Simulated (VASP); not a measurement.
# V (Im-3m) in VASP: single point with LDA

Aim: the single point of V with LDA.

All numbers are computed with VASP 6.6.1; they aren't measurements. Logs are shortened: lines on timing, memory, paths and dates and some standing lists are left out, and cuts for length are marked.

### 1 The cell of the first run

The structure is cubic, space group Im-3m (No. 229). The conventional cell has a = 2.926 Å, b = 2.926 Å, c = 2.926 Å, α = 90.00°, β = 90.00°, γ = 90.00°. V (site symmetry m-3m) has 14 V at 2.53 to 2.93 Å within 3.3 Å.

### 2 Single point, LDA, collinear spin, ferromagnetic start

INCAR

```
  PREC = Accurate
  ENCUT = 520
  EDIFF = 1E-7
  ISMEAR = -1
  SIGMA = 0.02
  LREAL = F
  LASPH = T
  NELM = 150
  ALGO = Normal
  ISIF = 2
  LWAVE = F
  LCHARG = F
  ISPIN = 2
  MAGMOM = 1.5
  LORBIT = 11
  LMAXMIX = 4
  NBANDS = 16
```

KPOINTS

```
regular mesh
0
Gamma
  19 19 19
```

POSCAR

```
V
1.0
   -1.4627610126      1.4627610126      1.4627610126
    1.4627610126     -1.4627610126      1.4627610126
    1.4627610126      1.4627610126     -1.4627610126
V
1
Direct
    0.0000000000      0.0000000000      0.0000000000
```

Potentials or basis: VASP PAW LDA potentials, release 64 (V_sv).

On the command line:

```
$ cat potpaw_LDA.64/V_sv/POTCAR > POTCAR
$ mpirun -np 1 vasp_std > vasp.out
```

OUTCAR:

```text
PREC = Accurate
   ENCUT = 520
   EDIFF = 1E-7
   ISMEAR = -1
   LREAL = F
   LASPH = T
   NELM = 150
   ISIF = 2
   ISPIN = 2
   LORBIT = 11

 ion  position               nearest neighbor table
   1  0.000  0.000  0.000-

  LATTYP: Found a body centered cubic cell.
 ALAT       =     2.9255220252

  Lattice vectors:

 A1 = (  -1.4627610126,   1.4627610126,   1.4627610126)
 A2 = (   1.4627610126,  -1.4627610126,   1.4627610126)
 A3 = (   1.4627610126,   1.4627610126,  -1.4627610126)

Analysis of symmetry for initial positions (statically):
=====================================================================
 Subroutine PRICEL returns:
 Original cell was already a primitive cell.

 Routine SETGRP: Setting up the symmetry group for a
 body centered cubic supercell.

 Subroutine GETGRP returns: Found 48 space group operations
 (whereof 48 operations were pure point group operations)
 out of a pool of 48 trial point group operations.

The static configuration has the point symmetry O_h .

Analysis of symmetry for dynamics (positions and initial velocities):
=====================================================================
 Subroutine PRICEL returns:
 Original cell was already a primitive cell.

 Routine SETGRP: Setting up the symmetry group for a
 body centered cubic supercell.

 Subroutine GETGRP returns: Found 48 space group operations
 (whereof 48 operations were pure point group operations)
 out of a pool of 48 trial point group operations.

The dynamic configuration has the point symmetry O_h .

Analysis of structural, dynamic, and magnetic symmetry:
=====================================================================
 Subroutine PRICEL returns:
 Original cell was already a primitive cell.

 Routine SETGRP: Setting up the symmetry group for a
 body centered cubic supercell.

 Subroutine GETGRP returns: Found 48 space group operations
 (whereof 48 operations were pure point group operations)
 out of a pool of 48 trial point group operations.

The overall configuration has the point symmetry O_h .

 Subroutine INISYM returns: Found 48 space group operations
 (whereof 48 operations are pure point group operations),
 and found     1 'primitive' translations

----------------------------------------------------------------------------------------

                                     Primitive cell

  volume of cell :      12.5193

  direct lattice vectors                    reciprocal lattice vectors
    -1.462761013  1.462761013  1.462761013     0.000000000  0.341819337  0.341819337
     1.462761013 -1.462761013  1.462761013     0.341819337  0.000000000  0.341819337
     1.462761013  1.462761013 -1.462761013     0.341819337  0.341819337  0.000000000

  length of vectors
     2.533576393  2.533576393  2.533576393     0.483405543  0.483405543  0.483405543

  position of ions in fractional coordinates (direct lattice)
     0.000000000  0.000000000  0.000000000

  ion indices of the primitive-cell ions
   primitive index   ion index
                 1           1

----------------------------------------------------------------------------------------

 KPOINTS: regular mesh

Automatic generation of k-mesh.
 Grid dimensions read from file:
 generate k-points for:   19   19   19

 Generating k-lattice:

  Cartesian coordinates                     Fractional coordinates (reciprocal lattice)
     0.000000000  0.017990491  0.017990491     0.052631579  0.000000000  0.000000000
     0.017990491  0.000000000  0.017990491     0.000000000  0.052631579  0.000000000
     0.017990491  0.017990491  0.000000000     0.000000000  0.000000000  0.052631579

  Length of vectors
     0.025442397  0.025442397  0.025442397

  Shift w.r.t. Gamma in fractional coordinates (k-lattice)
     0.000000000  0.000000000  0.000000000

 Subroutine IBZKPT returns following result:
 ===========================================

 Found    220 irreducible k-points:

 Following reciprocal coordinates:
            Coordinates               Weight
  0.000000  0.000000  0.000000      1.000000
  0.052632  0.000000  0.000000     12.000000
  0.105263  0.000000  0.000000     12.000000
  0.157895  0.000000  0.000000     12.000000
  0.210526  0.000000  0.000000     12.000000
  0.263158  0.000000  0.000000     12.000000
[... 16 lines left out ...]
  0.263158  0.105263 -0.000000     48.000000
  0.315789  0.105263 -0.000000     48.000000
 [... further k-points ...]
   k-points           NKPTS =    220   k-points in BZ     NKDIM =    220   number of bands    NBANDS=     16
   number of dos      NEDOS =    301   number of ions     NIONS =      1
   total plane-waves  NPLWV =   8000
   dimension x,y,z NGX =    20 NGY =   20 NGZ =   20
   dimension x,y,z NGXF=    40 NGYF=   40 NGZF=   40
   ions per type =               1
   NGX,Y,Z   is equivalent  to a cutoff of  13.12, 13.12, 13.12 a.u.
   NGXF,Y,Z  is equivalent  to a cutoff of  26.25, 26.25, 26.25 a.u.
 SYSTEM =  unknown system
   PREC   = accura    normal or accurate (medium, high low for compatibility)
   ISTART =      0    job   : 0-new  1-cont  2-samecut
   ICHARG =      2    charge: 1-file 2-atom 10-const
   ISPIN  =      2    spin polarized calculation?
   LNONCOLLINEAR =      F non collinear calculations
   LSORBIT =      F    spin-orbit coupling
   LASPH  =      T    aspherical Exc in radial PAW
   ENCUT  =  520.0 eV  38.22 Ry    6.18 a.u.   4.71  4.71  4.71*2*pi/ulx,y,z
   NELM   =    150;   NELMIN=  2; NELMDL= -5     # of ELM steps
   EDIFF  = 0.1E-06   stopping-criterion for ELM
   LREAL  =      F    real-space projection
   EDIFFG = 0.1E-05   stopping-criterion for IOM
   NSW    =      0    number of steps for IOM
   IBRION =     -1    ionic relax: 0-MD 1-quasi-New 2-CG
   NFREE  =      0    steps in history (QN), initial steepest desc. (CG)
   ISIF   =      2    stress and relaxation
   ISYM   =      2    0-nonsym 1-usesym 2-fastsym
   POTIM  = 0.5000    time-step for ionic-motion
   TEBEG  =    0.0;   TEEND  =   0.0 temperature during run
   PSTRESS=    0.0 pullay stress
   NELECT =      13.0000    total number of electrons
   NUPDOWN=      -1.0000    fix difference up-down
   EMIN   =  10.00;   EMAX   =-10.00  energy-range for DOS
   EFERMI =   0.00;   METHOD = LEGACY
   ISMEAR =    -1;   SIGMA  =   0.02  broadening in eV -4-tet -1-fermi 0-gaus
   EFERMI_NEDOS =   21; number of points for ismear=-14 and -15
   IALGO  =     38    algorithm
   IMIX   =      4    mixing-type and parameters
     AMIX     =   0.40;   BMIX     =  1.00
     AMIX_MAG =   1.60;   BMIX_MAG =  1.00
  volume/ion in A,a.u.               =      12.52        84.48
  Fermi-wavevector in a.u.,A,eV,Ry     =   1.657789  3.132767 37.392405  2.748264
  Thomas-Fermi vector in A             =   2.745481
   LORBIT       =     11    0 simple, 1 ext, 2 COOP (PROOUT), +10 PAW based schemes
   GGA     = CA    functional components
   LHFCALC =     F    Hartree Fock is set to
   AEXX    =    0.0000 exact exchange contribution
   IVDW    =     0    specifies the selected vdW correction
   LEPSILON=     F    determine dielectric tensor
   LRPA    =     F    only Hartree local field effects (RPA)
 spin polarized calculation
  energy-cutoff  :      520.00
  volume of cell :       12.52
 maximum number of plane-waves:       370
   NGX =  9   NGY =  9   NGZ =  9

 number of electron      13.0000011 magnetization      -0.0001037

 number of electron      13.0000011 magnetization       0.0001187

 Free energy of the ion-electron system (eV)
  ---------------------------------------------------
  ext. energy  EPLUGINS =         0.00000000
  ---------------------------------------------------
  free energy    TOTEN  =        -9.95155635 eV

  energy without entropy =       -9.94939818  energy(sigma->0) =       -9.95047726

 E-fermi :  10.4166     XC(G=0): -13.6339

 val. band max:       10.4143418805   @ k =  -0.3158   0.4737   0.1579
 cond. band min:      10.4356368003   @ k =  -0.3158   0.3158   0.0526
 fundamental gap:      0.0212949198
 Fermi energy:        10.4165893901

 spin component 1

 k-point     1 :       0.0000    0.0000    0.0000
  band No.  band energies     occupation
      1     -52.4611      1.00000
      2     -26.0259      1.00000
      3     -26.0259      1.00000
      4     -26.0259      1.00000
      5       3.7733      1.00000
      6      10.8247      0.00000
[... 8 lines left out ...]
     15      39.3220      0.00000
     16      44.0419      0.00000

 k-point     2 :       0.0526    0.0000    0.0000
  band No.  band energies     occupation
      1     -52.4537      1.00000
      2     -26.0591      1.00000
      3     -26.0358      1.00000
      4     -26.0262      1.00000
      5       3.8939      1.00000
      6      10.7710      0.00000
[... 8 lines left out ...]
     15      39.5202      0.00000
     16      42.6738      0.00000
[... 387 lines left out ...]
      5       7.0145      1.00000
      6       9.5797      1.00000
[... 8 lines left out ...]
     15      39.2275      0.00000
     16      40.5039      0.00000

 k-point    24 :       0.3158    0.1053   -0.0000
  band No.  band energies     occupation
      1     -52.2195      1.00000
      2     -26.9938      1.00000
      3     -26.3559      1.00000
      4     -26.0789      1.00000
      5       7.2701      1.00000
      6       9.3848      1.00000
[... 8 lines left out ...]
     15      39.4423      0.00000
     16      40.7065      0.00000

 [... further k-points ...]

 spin component 2

 k-point     1 :       0.0000    0.0000    0.0000
  band No.  band energies     occupation
      1     -52.4610      1.00000
      2     -26.0257      1.00000
      3     -26.0257      1.00000
      4     -26.0257      1.00000
      5       3.7733      1.00000
      6      10.8248      0.00000
[... 8 lines left out ...]
     15      39.3220      0.00000
     16      44.0420      0.00000

 k-point     2 :       0.0526    0.0000    0.0000
  band No.  band energies     occupation
      1     -52.4536      1.00000
      2     -26.0590      1.00000
      3     -26.0357      1.00000
      4     -26.0260      1.00000
      5       3.8939      1.00000
      6      10.7711      0.00000
[... 8 lines left out ...]
     15      39.5202      0.00000
     16      42.6738      0.00000
[... 387 lines left out ...]
      5       7.0146      1.00000
      6       9.5798      1.00000
[... 8 lines left out ...]
     15      39.2276      0.00000
     16      40.5040      0.00000

 k-point    24 :       0.3158    0.1053   -0.0000
  band No.  band energies     occupation
      1     -52.2194      1.00000
      2     -26.9936      1.00000
      3     -26.3557      1.00000
      4     -26.0788      1.00000
      5       7.2702      1.00000
      6       9.3849      1.00000
[... 8 lines left out ...]
     15      39.4424      0.00000
     16      40.7065      0.00000

 [... further k-points ...]
[... 5 lines left out ...]
  --------------------------------------------------------------------------------------
  -------------------------------------------------------------------------------------
  Total        0.0437009      0.0437009      0.0437009      0.0000000      0.0000000      0.0000000
  in kB        5.5926931      5.5926931      5.5926931      0.0000000      0.0000000      0.0000000
  external PRESSURE =       5.5926931 kB  Pullay stress =       0.0000000 kB

 VOLUME and BASIS-vectors are now :
 -----------------------------------------------------------------------------
  energy-cutoff  :      520.00
  volume of cell :       12.52
      direct lattice vectors                 reciprocal lattice vectors
    -1.462761013  1.462761013  1.462761013     0.000000000  0.341819337  0.341819337
     1.462761013 -1.462761013  1.462761013     0.341819337  0.000000000  0.341819337
     1.462761013  1.462761013 -1.462761013     0.341819337  0.341819337  0.000000000

 POSITION                                       TOTAL-FORCE (eV/Angst)
 -----------------------------------------------------------------------------------
      0.00000      0.00000      0.00000         0.000000      0.000000      0.000000
 -----------------------------------------------------------------------------------
    total drift:                                0.000000     -0.000000      0.000000

  FREE ENERGIE OF THE ION-ELECTRON SYSTEM (eV)
  ---------------------------------------------------
  free  energy   TOTEN  =        -9.9515563465 eV

  energy  without entropy=       -9.9493981830  energy(sigma->0) =       -9.95047726

 total charge

# of ion       s       p       d       tot
------------------------------------------
    1        2.366   6.241   3.205  11.811

 magnetization (x)

# of ion       s       p       d       tot
------------------------------------------
    1        0.000   0.000   0.000   0.000
```

Run time: 32 s. Hardware: 1 thread of Intel Xeon 6975P-C (Granite Rapids), shared host; peak memory 0.17 GiB.

Results:

* Free energy: -9.9516 eV
* Pressure: 0.6 GPa
* Net moment: 0.00 μB per cell
* Valence electrons inside the program's atomic spheres: V 11.81
